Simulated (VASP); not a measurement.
# SiGe (P6_3mc) in VASP: a series of runs, part 2 of 2

VASP 6.6.1. The steps go on from the part before.

### Step 3. Single point, LDA

Input file INCAR:

```
SYSTEM = SiGe
  ALGO = Normal
  EDIFF = 1E-6
  ENCUT = 520
  ISIF = 2
  ISMEAR = 0
  LASPH = .TRUE.
  LCHARG = .TRUE.
  LELF = .TRUE.
  LREAL = .FALSE.
  LVHAR = .TRUE.
  LWAVE = .FALSE.
  NBANDS = 26
  NELM = 100
  PREC = Accurate
  SIGMA = 0.03
```

Input file KPOINTS:

```
k-points
0
G
  12 12 6
  0 0 0
```

Input file POSCAR:

```
SiGe
1.0
    3.9700706750      0.0000000000      0.0000000000
   -1.9850353375      3.4381820594      0.0000000000
    0.0000000000      0.0000000000      6.5609628661
Si Ge
2 2
Direct
    0.6666666667      0.3333333333      0.8745031008
    0.3333333333      0.6666666667      0.3745031008
    0.6666666667      0.3333333333      0.4770391519
    0.3333333333      0.6666666667     -0.0229608481
```

Potentials or basis: VASP PAW LDA potentials, release 64 (Si, Ge_d).

Launch:

```console
> cat potpaw_LDA.64/Si/POTCAR potpaw_LDA.64/Ge_d/POTCAR > POTCAR
> mpirun -np 1 vasp_std > vasp.out
```

OUTCAR:

```text
SYSTEM = SiGe
   EDIFF = 1E-6
   ENCUT = 520
   ISIF = 2
   ISMEAR = 0
   LASPH = .TRUE.
   LREAL = .FALSE.
   NELM = 100
   PREC = Accurate

 ion  position               nearest neighbor table
   1  0.667  0.333  0.875-   4 2.39   4 2.39   4 2.39   3 2.61
   2  0.333  0.667  0.375-   3 2.39   3 2.39   3 2.39   4 2.61
   3  0.667  0.333  0.477-   2 2.39   2 2.39   2 2.39   1 2.61
   4  0.333  0.667  0.977-   1 2.39   1 2.39   1 2.39   2 2.61

  LATTYP: Found a hexagonal cell.
 ALAT       =     3.9700706750
 C/A-ratio  =     1.6526060625

  Lattice vectors:

[... 887 lines left out ...]

 [... further k-points ...]
[... 5 lines left out ...]
  --------------------------------------------------------------------------------------
  -------------------------------------------------------------------------------------
  Total       -1.7102702     -1.7102702     -4.4873455      0.0000000     -0.0000000      0.0000000
  in kB      -30.5971257    -30.5971257    -80.2796373      0.0000000     -0.0000000      0.0000000
  external PRESSURE =     -47.1579629 kB  Pullay stress =       0.0000000 kB

 VOLUME and BASIS-vectors are now :
 -----------------------------------------------------------------------------
  energy-cutoff  :      520.00
  volume of cell :       89.56
      direct lattice vectors                 reciprocal lattice vectors
     3.970070675  0.000000000  0.000000000     0.251884685  0.145425690  0.000000000
    -1.985035338  3.438182059  0.000000000     0.000000000  0.290851381  0.000000000
     0.000000000  0.000000000  6.560962866     0.000000000  0.000000000  0.152416653

 POSITION                                       TOTAL-FORCE (eV/Angst)
 -----------------------------------------------------------------------------------
      1.98504      1.14606      5.73758        -0.000000      0.000000     -1.239224
     -0.00000      2.29212      2.45710         0.000000     -0.000000     -1.239224
      1.98504      1.14606      3.12984         0.000000     -0.000000      1.239224
     -0.00000      2.29212      6.41032        -0.000000      0.000000      1.239224
 -----------------------------------------------------------------------------------
    total drift:                               -0.000000     -0.000000      0.000105

  FREE ENERGIE OF THE ION-ELECTRON SYSTEM (eV)
  ---------------------------------------------------
  free  energy   TOTEN  =       -21.8952008316 eV

  energy  without entropy=      -21.8951329272  energy(sigma->0) =      -21.89516688
```

OSZICAR:

```text
N       E                     dE             d eps       ncg     rms          rms(c)
DAV:   1     0.266578991104E+03    0.26658E+03   -0.17780E+04  4626   0.285E+03
DAV:   2     0.215911150247E+02   -0.24499E+03   -0.23624E+03  4000   0.631E+02
DAV:   3    -0.204732981631E+02   -0.42064E+02   -0.41548E+02  4818   0.155E+02
DAV:   4    -0.222344200356E+02   -0.17611E+01   -0.17579E+01  4632   0.353E+01
DAV:   5    -0.222723223170E+02   -0.37902E-01   -0.37891E-01  4938   0.568E+00    0.551E+00
DAV:   6    -0.220204403330E+02    0.25188E+00   -0.10375E-01  4502   0.199E+00    0.320E+00
DAV:   7    -0.218935683337E+02    0.12687E+00   -0.19165E-01  4276   0.244E+00    0.202E-01
DAV:   8    -0.218950917375E+02   -0.15234E-02   -0.16427E-02  4730   0.116E+00    0.105E-01
DAV:   9    -0.218951804230E+02   -0.88686E-04   -0.42957E-04  4934   0.140E-01    0.791E-02
DAV:  10    -0.218952026272E+02   -0.22204E-04   -0.55390E-05  4944   0.573E-02    0.264E-02
DAV:  11    -0.218952010329E+02    0.15943E-05   -0.13225E-05  3712   0.213E-02    0.621E-03
DAV:  12    -0.218952008316E+02    0.20131E-06   -0.10878E-06  2904   0.744E-03
   1 F= -.21895201E+02 E0= -.21895167E+02  d E =-.679044E-04
```

Run time: 81 s. Hardware: 1 thread of AMD EPYC 9R45 (Zen 5), shared host; peak memory 0.24 GiB.

What came out:

| Quantity | Value |
| --- | --- |
| Free energy | -21.8952 eV |
| Pressure | -4.7 GPa |
| Largest force | 1.239 eV/Å |
| Band gap on the k mesh | zero (band 18 reaches 5.29 eV, above the bottom of band 19 at 4.89 eV) |

Forces in eV/Å, atoms in the order of the input:
```
Si   0.000  0.000 -1.239
Si   0.000  0.000 -1.239
Ge   0.000  0.000  1.239
Ge   0.000  0.000  1.239
```

Caveat: forces of over 1 eV/Å act on the atoms, so gaps and moduli don't describe the material at rest.

### Step 4. Single point, LDA

Input file INCAR:

```
PREC     = Accurate       # precision mode
ENCUT    = 520            # plane-wave cutoff, eV
EDIFF    = 1E-7           # SCF threshold, eV
ISMEAR   = 0              # smearing method
SIGMA    = 0.03           # smearing width, eV
LREAL    = F              # projectors in reciprocal space
LASPH    = T              # aspherical terms in the spheres
NELM     = 60             # most SCF steps
ALGO     = Normal         # electronic algorithm
ISIF     = 2              # what is computed and relaxed
LWAVE    = F              # write WAVECAR
LCHARG   = T              # write CHGCAR
LELF     = T              # ELF
LVHAR    = T            
NBANDS   = 26             # bands
```

Input file KPOINTS:

```
regular mesh
0
Gamma
  12 12 6
```

POSCAR: that of step 3 with these lines changed.

```diff
@@ -10,3 +10,3 @@
     0.3333333333      0.6666666667      0.3745031008
-    0.6666666667      0.3333333333      0.4770391519
-    0.3333333333      0.6666666667     -0.0229608481
+    0.6666666667      0.3333333333      0.4848580677
+    0.3333333333      0.6666666667     -0.0151419323
```

Launch:

```console
> cat potpaw_LDA.64/Si/POTCAR potpaw_LDA.64/Ge_d/POTCAR > POTCAR
> mpirun -np 1 vasp_std > vasp.out
```

Wall time 95 s (1 thread of AMD EPYC 9R45 (Zen 5), shared host); peak memory 0.24 GiB.

Results (log left out):

```yaml
Free_energy: -22.0059 eV
Pressure: -5.0 GPa
Largest_force: 0.901 eV/Å
Band_gap_on_the_k_mesh: zero (band 18 reaches 5.04 eV, above the bottom of band 19 at 5.01 eV)
```

Forces in eV/Å, atoms in the order of the input:
```
Si   0.000  0.000 -0.901
Si   0.000  0.000 -0.901
Ge   0.000  0.000  0.901
Ge   0.000  0.000  0.901
```

Stress tensor (GPa, compression positive):
```
-3.83  0.00  0.00
 0.00 -3.83  0.00
 0.00  0.00 -7.37
```

Levels at points of the mesh, in eV from the Fermi level:
```csv
k point,band 14,band 15,band 16,band 17,band 18,band 19,band 20,band 21,band 22,band 23
"(0.00, 0.00, 0.00)",-1.70,-1.70,-0.39,-0.39,-0.13,0.14,0.77,2.05,2.05,2.10
"(0.50, 0.00, 0.00)",-6.59,-4.37,-3.20,-2.65,-1.82,0.18,1.59,3.50,3.64,3.65
"(0.00, 0.00, 0.50)",-4.28,-1.16,-1.16,-1.16,-1.16,0.63,0.63,2.91,2.91,2.91
"(0.50, 0.00, 0.50)",-7.61,-2.63,-2.63,-2.36,-2.36,0.53,0.53,1.54,1.54,5.84
```
